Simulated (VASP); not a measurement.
**WS2: single point with PBEsol**

The system is WS2.

```xyz
3
Lattice="1.5790 1.0142 6.1633 -1.5790 1.0142 6.1633 0.0000 -2.0284 6.1633" Properties=species:S:1:pos:R:3 pbc="T T T"
W     0.0000    0.0000    0.0000
S     0.0000    0.0000   13.8730
S     0.0000    0.0000   10.7427
```

This cell differs from its parent crystal: strain +0.1125 x Voigt [0, 1, 0, 0, 0, 0].

| Item | Value |
| --- | --- |
| Program | VASP 6.6.1 |
| Task | single point |
| Functional | PBEsol |
| Potentials or basis | VASP PAW PBE potentials, release 64 (W_sv, S) |
| Cutoff | 520 eV |
| k mesh | 12 × 12 × 12 |
| Occupations | gaussian, width 0.05 eV |
| Spin | no spin polarisation |

```json
{"Pressure": "-13.3 GPa", "Largest force": "1.306 eV/Å", "Band gap on the k mesh": "0.66 eV (least direct gap 1.32 eV)"}
```

Forces in eV/Å, atoms in the order of the input:
```
W    0.000 -0.183 -0.458
S    0.000  0.121 -0.846
S    0.000  0.063  1.304
```

Stress tensor (GPa, compression positive):
```
 -8.05   0.00   0.00
  0.00 -22.99   0.48
  0.00   0.48  -9.00
```

Levels at points of the mesh, in eV from the valence-band top:
| k point | band 11 | band 12 | band 13 | band 14 | band 15 | band 16 |
| --- | --- | --- | --- | --- | --- | --- |
| (0.00, 0.00, 0.00) | -2.16 | -1.19 | -0.79 | 1.36 | 1.78 | 2.24 |
| (0.50, 0.00, 0.00) | -2.32 | -2.15 | -1.36 | 1.29 | 2.39 | 2.96 |
| (0.50, 0.50, 0.00) | -3.04 | -1.68 | -1.58 | 1.68 | 1.77 | 2.93 |
| (0.00, 0.00, 0.50) | -2.40 | -1.76 | -1.52 | 1.75 | 1.76 | 3.26 |
| (0.50, 0.00, 0.50) | -2.62 | -2.53 | -1.32 | 1.26 | 2.42 | 2.78 |
| (0.50, 0.50, 0.50) | -2.52 | -2.13 | 0.00 | 1.49 | 1.61 | 2.36 |

It took 48 min on 1 thread of Oxide Virtual Turin-like Processor, on a shared host, peak memory 0.66 GiB.

Caveat: the cell differs from its parent crystal (strain +0.1125 x Voigt [0, 1, 0, 0, 0, 0]); the stress differs along the axes, from -23 to -8 GPa; the PAW data sets were made with another functional, which shifts forces and pressure a little; spin-orbit coupling is left out, which moves the levels of the heavy elements. A k mesh can miss the band edges.
